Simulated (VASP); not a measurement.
Input of a VASP 6.6.1 run:

File INCAR:

```
ALGO     = Normal         # electronic algorithm
EDIFF    = 1E-6           # SCF threshold, eV
ENCUT    = 500            # plane-wave cutoff, eV
GGA      = PE             # functional
GGA_COMPAT= False        
ISIF     = 2              # what is computed and relaxed
ISMEAR   = 0              # smearing method
LASPH    = True           # aspherical terms in the spheres
LCHARG   = True           # write CHGCAR
LELF     = True           # ELF
LMAXMIX  = 6              # l up to which the mixer works
LREAL    = False          # projectors in reciprocal space
LVHAR    = True         
LWAVE    = False          # write WAVECAR
NBANDS   = 38             # bands
NELM     = 200            # most SCF steps
PREC     = Accurate       # precision mode
SIGMA    = 0.1            # smearing width, eV
```

KPOINTS

```
k-points
0
Gamma
  6 6 6
```

Contents of POSCAR:

```
SmTa3Cl2
1.0
    4.8280281062      0.0000000000      0.0000000000
   -2.4140140531      4.1811949902      0.0000000000
    0.0000000000      0.0000000000      6.5187554383
Sm Ta Cl
1 3 2
Direct
    0.6666666667      0.3333333333      0.9533968498
    0.0000000000      0.0000000000      0.5736008834
    0.3333333333      0.6666666667      0.4605063763
    0.6666666667      0.3333333333      0.4834048242
    0.0000000000      0.0000000000      0.9463585569
    0.3333333333      0.6666666667      0.0827325096
```

Potentials or basis: VASP PAW PBE potentials, release 64 (Sm_3, Ta_pv, Cl), 4f in core.

The run is started by

```console
$ cat potpaw_PBE.64/Sm_3/POTCAR potpaw_PBE.64/Ta_pv/POTCAR potpaw_PBE.64/Cl/POTCAR > POTCAR
$ mpirun -np 1 vasp_std > vasp.out
```

Task: Estimate the pressure.

Result: 2.0 GPa.

Task: Predict the largest force.

Result: 0.021 eV/Å.

Forces on the atoms (eV/Å):
```
Sm   0.000  0.000  0.012
Ta   0.000  0.000 -0.021
Ta   0.000  0.000  0.003
Ta   0.000  0.000  0.003
Cl   0.000  0.000  0.014
Cl   0.000  0.000 -0.011
```

Caveat: spin-orbit coupling is left out, which moves the levels of the heavy elements; the 4f electrons are frozen in the core, so they carry no moment and show no levels; the run has no spin polarisation, though such a crystal can be magnetic. Spin polarisation is off, so any magnetic state and its effect on volume and gap are missing.
